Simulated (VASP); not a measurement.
Write the native input for VASP 6.6.1 that does the following.

* Task: single point
* Functional: LDA
* Potentials or basis: VASP PAW LDA potentials, release 64 (Sn_d, Ti_sv)
* Cutoff: 500 eV
* k mesh: 6 × 6 × 6
* Occupations: fermi-dirac, width 0.05 eV
* Spin: no spin polarisation
* Dipole correction: no
* Further INCAR settings: ALGO = Normal; EDIFF = 1e-06; NBANDS = 33

The structure of Ti3Sn lies in POSCAR:

```
Ti3Sn
1.0
    0.0000000000      3.2199665953      3.2199665953
    3.2199665953      0.0000000000      3.2199665953
    3.2199665953      3.2199665953      0.0000000000
Sn Ti
1 3
Direct
    0.0000000000      0.0000000000      0.0000000000
    0.5000000000      0.5000000000      0.5000000000
    0.2500000000      0.2500000000      0.2500000000
    0.7500000000      0.7500000000      0.7500000000
```

One way to write it, as run:

INCAR

```
PREC = Accurate
ENCUT = 500
EDIFF = 1E-6
ISMEAR = -1
SIGMA = 0.05
LREAL = F
LASPH = T
NELM = 120
ALGO = Normal
ISIF = 2
LWAVE = F
LCHARG = F
NBANDS = 33
GGA_COMPAT = F
```

KPOINTS

```
regular mesh
0
Gamma
  6 6 6
```

Potentials or basis: VASP PAW LDA potentials, release 64 (Sn_d, Ti_sv).

Command:

```bash
$ cat potpaw_LDA.64/Sn_d/POTCAR potpaw_LDA.64/Ti_sv/POTCAR > POTCAR
$ mpirun -np 1 vasp_std > vasp.out
```

It gave:

```
Pressure               : 0.0 GPa
Band gap on the k mesh : zero (bands 25 and 26 overlap by 0.26 eV)
```

Caveat: spin-orbit coupling is left out, which moves the levels of the heavy elements.

Run time: 82 s on 1 thread of Intel Xeon 8259CL (shared host), peak memory 0.18 GiB.
